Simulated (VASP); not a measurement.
# Zn (P6_3/mmc) in VASP: settings compared

The runs below take Zn through electric field gradients, with PBE, LDA, revPBE, PBEsol.

Program: VASP 6.6.1. These are calculated values, not measurements. Logs are shortened: lines on timing, memory, paths and dates and some standing lists are left out, and cuts for length are marked.

## (1) The cell of the first run

Symmetry: P6_3/mmc, No. 194, hexagonal system. Conventional cell: a = 2.691 Å, b = 2.691 Å, c = 4.947 Å, α = 90.00°, β = 90.00°, γ = 120.00°. Within 3.5 Å of Zn (site symmetry -6m2) lie 12 Zn at 2.69 to 2.92 Å.

## (2) Electric field gradients, PBE (x and y stretched by +1 %, z held)

INCAR

```
ALGO = Normal
EDIFF = 1E-8
ENCUT = 520
GGA = PE
ISIF = 2
ISMEAR = -1
LASPH = T
LCHARG = F
LEFG = T
LREAL = F
LWAVE = F
NBANDS = 19
NELM = 80
PREC = Accurate
SIGMA = 0.03
```

KPOINTS

```
k-points
0
Gamma
  16 16 8
```

POSCAR

```
Zn
1.0
    2.6914460337      0.0000000000      0.0000000000
   -1.3457230169      2.3308606381      0.0000000000
    0.0000000000      0.0000000000      4.9467000000
Zn
2
Direct
    0.3333333333      0.6666666667      0.2500000000
    0.6666666667      0.3333333333      0.7500000000
```

Potentials or basis: VASP PAW PBE potentials, release 64 (Zn).

Launch:

```bash
cat potpaw_PBE.64/Zn/POTCAR > POTCAR
mpirun -np 1 vasp_std > vasp.out
```

OUTCAR:

```text
EDIFF = 1E-8
   ENCUT = 520
   GGA = PE
   ISIF = 2
   ISMEAR = -1
   LASPH = T
   LREAL = F
   NELM = 80
   PREC = Accurate

 ion  position               nearest neighbor table
   1  0.333  0.667  0.250-   2 2.92   2 2.92   2 2.92   2 2.92   2 2.92   2 2.92
   2  0.667  0.333  0.750-   1 2.92   1 2.92   1 2.92   1 2.92   1 2.92   1 2.92

  LATTYP: Found a hexagonal cell.
 ALAT       =     2.6914460337
 C/A-ratio  =     1.8379339352

  Lattice vectors:

 A1 = (   2.6914460337,   0.0000000000,   0.0000000000)
 A2 = (  -1.3457230169,   2.3308606381,   0.0000000000)
 A3 = (   0.0000000000,   0.0000000000,   4.9467000000)

Analysis of symmetry for initial positions (statically):
=====================================================================
 Subroutine PRICEL returns:
 Original cell was already a primitive cell.

 Routine SETGRP: Setting up the symmetry group for a
 hexagonal supercell.

 Subroutine GETGRP returns: Found 24 space group operations
 (whereof 12 operations were pure point group operations)
 out of a pool of 24 trial point group operations.

The static configuration has the point symmetry D_3d.
 The point group associated with its full space group is D_6h.

Analysis of symmetry for dynamics (positions and initial velocities):
=====================================================================
 Subroutine PRICEL returns:
 Original cell was already a primitive cell.

 Routine SETGRP: Setting up the symmetry group for a
 hexagonal supercell.

 Subroutine GETGRP returns: Found 24 space group operations
 (whereof 12 operations were pure point group operations)
 out of a pool of 24 trial point group operations.

The dynamic configuration has the point symmetry D_3d.
 The point group associated with its full space group is D_6h.

 Subroutine INISYM returns: Found 24 space group operations
 (whereof 12 operations are pure point group operations),
 and found     1 'primitive' translations

----------------------------------------------------------------------------------------

                                     Primitive cell

  volume of cell :      31.0326

  direct lattice vectors                    reciprocal lattice vectors
     2.691446034  0.000000000  0.000000000     0.371547483  0.214513039  0.000000000
    -1.345723017  2.330860638  0.000000000     0.000000000  0.429026079  0.000000000
     0.000000000  0.000000000  4.946700000     0.000000000  0.000000000  0.202154972

  length of vectors
     2.691446034  2.691446034  4.946700000     0.429026079  0.429026079  0.202154972

  position of ions in fractional coordinates (direct lattice)
     0.333333333  0.666666667  0.250000000
     0.666666667  0.333333333  0.750000000

  ion indices of the primitive-cell ions
   primitive index   ion index
                 1           1
                 2           2

----------------------------------------------------------------------------------------

 KPOINTS: k-points

Automatic generation of k-mesh.
 Grid dimensions read from file:
 generate k-points for:   16   16    8

 Generating k-lattice:

  Cartesian coordinates                     Fractional coordinates (reciprocal lattice)
     0.023221718  0.013407065  0.000000000     0.062500000  0.000000000  0.000000000
     0.000000000  0.026814130  0.000000000     0.000000000  0.062500000  0.000000000
     0.000000000  0.000000000  0.025269372     0.000000000  0.000000000  0.125000000

  Length of vectors
     0.026814130  0.026814130  0.025269372

  Shift w.r.t. Gamma in fractional coordinates (k-lattice)
     0.000000000  0.000000000  0.000000000

 Subroutine IBZKPT returns following result:
 ===========================================

 Found    150 irreducible k-points:

 Following reciprocal coordinates:
            Coordinates               Weight
  0.000000  0.000000  0.000000      1.000000
  0.062500  0.000000  0.000000      6.000000
  0.125000  0.000000  0.000000      6.000000
  0.187500 -0.000000  0.000000      6.000000
  0.250000  0.000000  0.000000      6.000000
  0.312500  0.000000  0.000000      6.000000
[... 16 lines left out ...]
  0.187500  0.187500  0.000000      6.000000
  0.250000  0.187500  0.000000     12.000000
 [... further k-points ...]
   k-points           NKPTS =    150   k-points in BZ     NKDIM =    150   number of bands    NBANDS=     19
   number of dos      NEDOS =    301   number of ions     NIONS =      2
   total plane-waves  NPLWV =  16000
   dimension x,y,z NGX =    20 NGY =   20 NGZ =   40
   dimension x,y,z NGXF=    40 NGYF=   40 NGZF=   80
   ions per type =               2
   NGX,Y,Z   is equivalent  to a cutoff of  12.35, 12.35, 13.44 a.u.
   NGXF,Y,Z  is equivalent  to a cutoff of  24.71, 24.71, 26.89 a.u.
 SYSTEM =  unknown system
   PREC   = accura    normal or accurate (medium, high low for compatibility)
   ISTART =      0    job   : 0-new  1-cont  2-samecut
   ICHARG =      2    charge: 1-file 2-atom 10-const
   ISPIN  =      1    spin polarized calculation?
   LNONCOLLINEAR =      F non collinear calculations
   LSORBIT =      F    spin-orbit coupling
   LASPH  =      T    aspherical Exc in radial PAW
   ENCUT  =  520.0 eV  38.22 Ry    6.18 a.u.   5.00  5.00  9.20*2*pi/ulx,y,z
   NELM   =     80;   NELMIN=  2; NELMDL= -5     # of ELM steps
   EDIFF  = 0.1E-07   stopping-criterion for ELM
   LREAL  =      F    real-space projection
   EDIFFG = 0.1E-06   stopping-criterion for IOM
   NSW    =      0    number of steps for IOM
   IBRION =     -1    ionic relax: 0-MD 1-quasi-New 2-CG
   NFREE  =      0    steps in history (QN), initial steepest desc. (CG)
   ISIF   =      2    stress and relaxation
   ISYM   =      2    0-nonsym 1-usesym 2-fastsym
   POTIM  = 0.5000    time-step for ionic-motion
   TEBEG  =    0.0;   TEEND  =   0.0 temperature during run
   PSTRESS=    0.0 pullay stress
   NELECT =      24.0000    total number of electrons
   NUPDOWN=      -1.0000    fix difference up-down
   EMIN   =  10.00;   EMAX   =-10.00  energy-range for DOS
   EFERMI =   0.00;   METHOD = LEGACY
   ISMEAR =    -1;   SIGMA  =   0.03  broadening in eV -4-tet -1-fermi 0-gaus
   EFERMI_NEDOS =   21; number of points for ismear=-14 and -15
   IALGO  =     38    algorithm
   IMIX   =      4    mixing-type and parameters
     AMIX     =   0.40;   BMIX     =  1.00
     AMIX_MAG =   1.60;   BMIX_MAG =  1.00
  volume/ion in A,a.u.               =      15.52       104.71
  Fermi-wavevector in a.u.,A,eV,Ry     =   1.502702  2.839694 30.723477  2.258112
  Thomas-Fermi vector in A             =   2.613908
   LORBIT       =      0    0 simple, 1 ext, 2 COOP (PROOUT), +10 PAW based schemes
   GGA     = PE    functional components
[... 5 lines left out ...]
 non-spin polarized calculation
  energy-cutoff  :      520.00
  volume of cell :       31.03
 maximum number of plane-waves:       855
 NGX is ok and might be reduce to    20
   NGX =  9   NGY =  9   NGZ = 19

 number of electron      23.9999998 magnetization

 Free energy of the ion-electron system (eV)
  ---------------------------------------------------
  ext. energy  EPLUGINS =         0.00000000
  ---------------------------------------------------
  free energy    TOTEN  =        -2.22232254 eV

  energy without entropy =       -2.22186006  energy(sigma->0) =       -2.22209130

 E-fermi :   3.0300     XC(G=0): -11.4507

 val. band max:        3.0054582347   @ k =   0.5000   0.0000   0.5000
 cond. band min:       3.1255843271   @ k =   0.3750   0.0625   0.0000
 fundamental gap:      0.1201260924
 Fermi energy:         3.0300461381

 k-point     1 :       0.0000    0.0000    0.0000
  band No.  band energies     occupation
      1      -7.2695      2.00000
      2      -5.5256      2.00000
      3      -4.8657      2.00000
      4      -4.6567      2.00000
      5      -4.6566      2.00000
      6      -4.6065      2.00000
[... 11 lines left out ...]
     18      21.6006      0.00000
     19      21.6007      0.00000

 k-point     2 :       0.0625    0.0000    0.0000
  band No.  band energies     occupation
      1      -7.1561      2.00000
      2      -5.4784      2.00000
      3      -4.8553      2.00000
      4      -4.6666      2.00000
      5      -4.6308      2.00000
      6      -4.6180      2.00000
[... 11 lines left out ...]
     18      20.9225      0.00000
     19      22.5323      0.00000

 k-point     3 :       0.1250    0.0000    0.0000
  band No.  band energies     occupation
      1      -6.8214      2.00000
      2      -5.3537      2.00000
      3      -4.8351      2.00000
      4      -4.6871      2.00000
      5      -4.6354      2.00000
      6      -4.5564      2.00000
[... 11 lines left out ...]
     18      20.1306      0.00000
     19      21.5759      0.00000

 k-point     4 :       0.1875   -0.0000    0.0000
  band No.  band energies     occupation
      1      -6.2922      2.00000
      2      -5.2118      2.00000
      3      -4.8182      2.00000
      4      -4.7144      2.00000
      5      -4.5846      2.00000
      6      -4.5821      2.00000
[... 11 lines left out ...]
     18      18.6989      0.00000
     19      19.3710      0.00000

 k-point     5 :       0.2500    0.0000    0.0000
  band No.  band energies     occupation
      1      -5.6822      2.00000
      2      -5.1582      2.00000
      3      -4.7678      2.00000
      4      -4.7531      2.00000
      5      -4.6824      2.00000
      6      -4.4603      2.00000
[... 11 lines left out ...]
     18      18.0504      0.00000
     19      19.1714      0.00000
[... 334 lines left out ...]
      2      -5.1222      2.00000
      3      -5.0738      2.00000
      4      -4.6493      2.00000
      5      -4.5542      2.00000
      6      -4.5227      2.00000
[... 11 lines left out ...]
     18      15.3090      0.00000
     19      16.6768      0.00000

 k-point    22 :       0.4375    0.1250    0.0000
  band No.  band energies     occupation
      1      -5.2398      2.00000
      2      -5.1339      2.00000
      3      -5.0924      2.00000
      4      -4.6493      2.00000
      5      -4.5758      2.00000
      6      -4.5028      2.00000
[... 11 lines left out ...]
     18      15.1863      0.00000
     19      16.5759      0.00000

 k-point    23 :       0.1875    0.1875    0.0000
  band No.  band energies     occupation
      1      -5.0175      2.00000
      2      -4.9465      2.00000
      3      -4.8968      2.00000
      4      -4.8828      2.00000
      5      -4.6863      2.00000
      6      -4.6242      2.00000
[... 11 lines left out ...]
     18      14.9621      0.00000
     19      16.2856      0.00000

 k-point    24 :       0.2500    0.1875    0.0000
  band No.  band energies     occupation
      1      -5.0206      2.00000
      2      -4.9755      2.00000
      3      -4.9562      2.00000
      4      -4.6679      2.00000
      5      -4.6625      2.00000
      6      -4.5997      2.00000
[... 11 lines left out ...]
     18      13.8625      0.00000
     19      15.2976      0.00000

 [... further k-points ...]

------------------------ aborting loop because EDIFF is reached ----------------------------------------

  FORCE on cell =-STRESS in cart. coord.  units (eV):
  Direction    XX          YY          ZZ          XY          YZ          ZX
  --------------------------------------------------------------------------------------
  -------------------------------------------------------------------------------------
  Total       -0.4065299     -0.4065299     -0.1624666      0.0000000      0.0000000      0.0000000
  in kB      -20.9886972    -20.9886972     -8.3879768      0.0000000      0.0000000      0.0000000
  external PRESSURE =     -16.7884571 kB  Pullay stress =       0.0000000 kB

 VOLUME and BASIS-vectors are now :
 -----------------------------------------------------------------------------
  energy-cutoff  :      520.00
  volume of cell :       31.03
      direct lattice vectors                 reciprocal lattice vectors
     2.691446034  0.000000000  0.000000000     0.371547483  0.214513039  0.000000000
    -1.345723017  2.330860638  0.000000000     0.000000000  0.429026079  0.000000000
     0.000000000  0.000000000  4.946700000     0.000000000  0.000000000  0.202154972

 POSITION                                       TOTAL-FORCE (eV/Angst)
 -----------------------------------------------------------------------------------
     -0.00000      1.55391      1.23667        -0.000000      0.000000      0.000000
      1.34572      0.77695      3.71002         0.000000      0.000000      0.000000
 -----------------------------------------------------------------------------------
    total drift:                                0.000000     -0.000000      0.000000

  FREE ENERGIE OF THE ION-ELECTRON SYSTEM (eV)
  ---------------------------------------------------
  free  energy   TOTEN  =        -2.2223225395 eV

  energy  without entropy=       -2.2218600561  energy(sigma->0) =       -2.22209130

 Electric field gradients (V/A^2)
---------------------------------------------------------------------
 ion       V_xx      V_yy      V_zz      V_xy      V_xz      V_yz
---------------------------------------------------------------------
   1     -16.198   -16.190    32.388     0.007     0.000    -0.000
   2     -16.198   -16.190    32.388     0.007    -0.000     0.000
---------------------------------------------------------------------

 Electric field gradients after diagonalization (V/A^2)
 (convention: |V_zz| > |V_xx| > |V_yy|)
----------------------------------------------------------------------
 ion       V_xx      V_yy      V_zz     asymmetry (V_yy - V_xx)/ V_zz
----------------------------------------------------------------------
   1     -16.203   -16.186    32.388       0.001
   2     -16.203   -16.186    32.388       0.001
----------------------------------------------------------------------

           NMR quadrupolar parameters

 Cq : quadrupolar parameter    Cq=e*Q*V_zz/h
 eta: asymmetry parameters     (V_yy - V_xx)/ V_zz
 Q  : nuclear electric quadrupole moment in mb (millibarn)
----------------------------------------------------------------------
 ion       Cq(MHz)       eta       Q (mb)
----------------------------------------------------------------------
   1       0.078       0.001       1.000
   2       0.078       0.001       1.000
----------------------------------------------------------------------
```

It took 59 s on 1 thread of Intel Xeon Platinum 8259CL at 2.50GHz (Skylake/Cascade Lake), shared host; peak memory 0.19 GiB.

What came out:

```
Free energy            : -2.2223 eV
Pressure               : -1.7 GPa
Band gap on the k mesh : zero (band 12 reaches 4.29 eV, above the bottom of band 13 at 0.03 eV)
```

Electric field gradients, principal values (V/Å²):
```
atom    least   middle  greatest (by size)
1 Zn  -16.186  -16.203              32.388
2 Zn  -16.186  -16.203              32.388
```

Caveat: the cell differs from its parent crystal (x and y stretched by +1 %, z held); without QUAD_EFG the Cq values of the log hold for a quadrupole moment of 1 mb, not for the nuclei.

## (3) Electric field gradients, LDA

This run uses another cell than the first one, of 15.21 Å³/atom, 0.980 times its volume.

INCAR

```
SYSTEM = Zn
ALGO = Normal ; EDIFF = 1E-8
ENCUT = 520 ; ISIF = 2
ISMEAR = -1 ; LASPH = .True.
LCHARG = .False. ; LEFG = .True.
LREAL = .False. ; LWAVE = .False.
NBANDS = 19 ; NELM = 80
PREC = Accurate ; SIGMA = 0.03
```

KPOINTS

```
k-points
0
Gamma
  16 16 8
  0 0 0
```

POSCAR

```
Zn
1.0
    2.6647980532      0.0000000000      0.0000000000
   -1.3323990266      2.3077828100      0.0000000000
    0.0000000000      0.0000000000      4.9467000000
Zn
2
Direct
    0.3333333333      0.6666666667      0.2500000000
    0.6666666667      0.3333333333      0.7500000000
```

Potentials or basis: VASP PAW LDA potentials, release 64 (Zn).

Launch:

```bash
cat potpaw_LDA.64/Zn/POTCAR > POTCAR
mpirun -np 1 vasp_std > vasp.out
```

OUTCAR:

```text
SYSTEM = Zn
   EDIFF = 1E-8
   ENCUT = 520
   ISIF = 2
   ISMEAR = -1
   LASPH = .True.
   LREAL = .False.
   NELM = 80
   PREC = Accurate

 ion  position               nearest neighbor table
   1  0.333  0.667  0.250-   2 2.91   2 2.91   2 2.91   2 2.91   2 2.91   2 2.91
   2  0.667  0.333  0.750-   1 2.91   1 2.91   1 2.91   1 2.91   1 2.91   1 2.91

  LATTYP: Found a hexagonal cell.
 ALAT       =     2.6647980532
 C/A-ratio  =     1.8563132745

  Lattice vectors:

 A1 = (   2.6647980532,   0.0000000000,   0.0000000000)
 A2 = (  -1.3323990266,   2.3077828100,   0.0000000000)
 A3 = (   0.0000000000,   0.0000000000,   4.9467000000)
[... 742 lines left out ...]
  free  energy   TOTEN  =        -3.6752097491 eV

  energy  without entropy=       -3.6746119224  energy(sigma->0) =       -3.67491084

 Electric field gradients (V/A^2)
---------------------------------------------------------------------
 ion       V_xx      V_yy      V_zz      V_xy      V_xz      V_yz
---------------------------------------------------------------------
   1     -19.616   -19.609    39.225     0.006     0.000    -0.000
   2     -19.616   -19.609    39.225     0.006    -0.000     0.000
---------------------------------------------------------------------

 Electric field gradients after diagonalization (V/A^2)
 (convention: |V_zz| > |V_xx| > |V_yy|)
----------------------------------------------------------------------
 ion       V_xx      V_yy      V_zz     asymmetry (V_yy - V_xx)/ V_zz
----------------------------------------------------------------------
   1     -19.619   -19.606    39.225       0.000
   2     -19.619   -19.606    39.225       0.000
----------------------------------------------------------------------

           NMR quadrupolar parameters

 Cq : quadrupolar parameter    Cq=e*Q*V_zz/h
 eta: asymmetry parameters     (V_yy - V_xx)/ V_zz
 Q  : nuclear electric quadrupole moment in mb (millibarn)
----------------------------------------------------------------------
 ion       Cq(MHz)       eta       Q (mb)
----------------------------------------------------------------------
   1       0.095       0.000       1.000
   2       0.095       0.000       1.000
----------------------------------------------------------------------
```

OSZICAR:

```text
N       E                     dE             d eps       ncg     rms          rms(c)
DAV:   1     0.114519124950E+03    0.11452E+03   -0.12360E+04  5884   0.200E+03
DAV:   2     0.155516819539E+01   -0.11296E+03   -0.10897E+03  5739   0.299E+02
DAV:   3    -0.389844476162E+01   -0.54536E+01   -0.54328E+01  6419   0.720E+01
DAV:   4    -0.393245260061E+01   -0.34008E-01   -0.33999E-01  6282   0.588E+00
DAV:   5    -0.393249966895E+01   -0.47068E-04   -0.47068E-04  6249   0.199E-01    0.398E+00
DAV:   6    -0.369998607715E+01    0.23251E+00   -0.87365E-01  6335   0.197E+01    0.299E+00
DAV:   7    -0.368341933169E+01    0.16567E-01   -0.35209E-02  7214   0.317E+00    0.153E+00
DAV:   8    -0.367523250415E+01    0.81868E-02   -0.29847E-03  7800   0.697E-01    0.474E-02
DAV:   9    -0.367520589753E+01    0.26607E-04   -0.25275E-04  7302   0.184E-01    0.334E-02
DAV:  10    -0.367520980828E+01   -0.39108E-05   -0.15120E-05  6084   0.302E-02    0.271E-03
DAV:  11    -0.367520974846E+01    0.59830E-07   -0.75836E-07  6450   0.140E-02    0.184E-03
DAV:  12    -0.367520974912E+01   -0.66711E-09   -0.14106E-08  5162   0.126E-03
   1 F= -.36752097E+01 E0= -.36749108E+01  d E =-.597827E-03
```

Wall time 32 s (1 thread of AMD EPYC 9R45 (Zen 5), shared host); peak memory 0.15 GiB.

What came out:

```
Free energy            : -3.6752 eV
Pressure               : -8.5 GPa
Band gap on the k mesh : zero (band 12 reaches 4.11 eV, above the bottom of band 13 at -0.22 eV)
```

Electric field gradients, principal values (V/Å²):
```tsv
atom	least	middle	greatest (by size)
1 Zn	-19.606	-19.619	39.225
2 Zn	-19.606	-19.619	39.225
```

Caveat: without QUAD_EFG the Cq values of the log hold for a quadrupole moment of 1 mb, not for the nuclei.

[end of part 1 of 2]
